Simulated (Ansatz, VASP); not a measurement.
## One calculation of WS2, two programs

File POSCAR:

```
WS2
1.0
    3.1015680172      0.0000000000      0.0000000000
   -1.5507840086      2.6860366944      0.0000000000
    0.0000000000      0.0000000000     16.5269715034
W S
1 2
Direct
    0.3333333333      0.6666666667      0.0000000000
    0.6666666667      0.3333333333      0.9080224902
    0.6666666667      0.3333333333      0.0919775098
```

INCAR.step1

```
PREC = Accurate
ENCUT = 520
ISMEAR = 0
SIGMA = 0.05
LREAL = F
LASPH = T
NELM = 100
NBANDS = 20
GGA = PE
ALGO = Normal
EDIFF = 1E-4
LWAVE = T
LCHARG = F
```

INCAR.step2

```
PREC = Accurate
ENCUT = 520
EDIFF = 1E-6
ISMEAR = 0
SIGMA = 0.05
LREAL = F
LASPH = T
NELM = 100
ALGO = Normal
ISIF = 2
LWAVE = F
LCHARG = F
METAGGA = R2SCAN
LMIXTAU = T
NBANDS = 20
ISTART = 1
```

KPOINTS

```
Automatic mesh
0
Gamma
  12 12 2
```

Input for Ansatz:

```yaml
crystal:
  lattice:
    - [3.1015680172, 0.0, 0.0]
    - [-1.5507840086, 2.6860366944, 0.0]
    - [0.0, 0.0, 16.5269715034]
  atoms:
    - { symbol: W, position: [0.3333333333, 0.6666666667, 0.0] }
    - { symbol: S, position: [0.6666666667, 0.3333333333, 0.9080224902] }
    - { symbol: S, position: [0.6666666667, 0.3333333333, 0.0919775098] }
basis:
  ecutwfc: 500
kpoints:
  mp_grid: { grid: [12, 12, 2] }
hamiltonian:
  xc: r2scan
scf:
  occupations: { method: gaussian, width: 0.05 }
output:
  forces: true
  stress: true
  eigenvalues: true
```

Change from the starting cell: strain -0.025 along x and y, -0.025 along z, atoms carried along.

Alike in both runs: task single point; functional r2SCAN; k mesh 12 × 12 × 2; occupations gaussian, width 0.05 eV; no spin polarisation.

|  | VASP | Ansatz |
| --- | --- | --- |
| version | VASP 6.6.1 | Ansatz 0.2.0 |
| potentials or method | VASP PAW PBE potentials, release 64 (W_sv, S), cutoff 520 eV | scalar-relativistic, plane waves, PAW |
| valence electrons in the cell | 26 | 26 |

Ansatz gave:

```
gap on the k mesh at the Fermi level (eV) : 2.11
least direct gap on the mesh (eV)         : 2.12
rms of the force components (eV/Å)        : 0.733
```

Question: Which values does VASP return?

Answer: gap on the k mesh at the Fermi level (eV): 2.12; least direct gap on the mesh (eV): 2.12; rms of the force components (eV/Å): 0.745.

VASP's potentials were made for PBE, not for r2SCAN. Atom by atom the forces differ by 0.012 eV/Å (rms over components).

Neither program's run includes spin-orbit coupling.
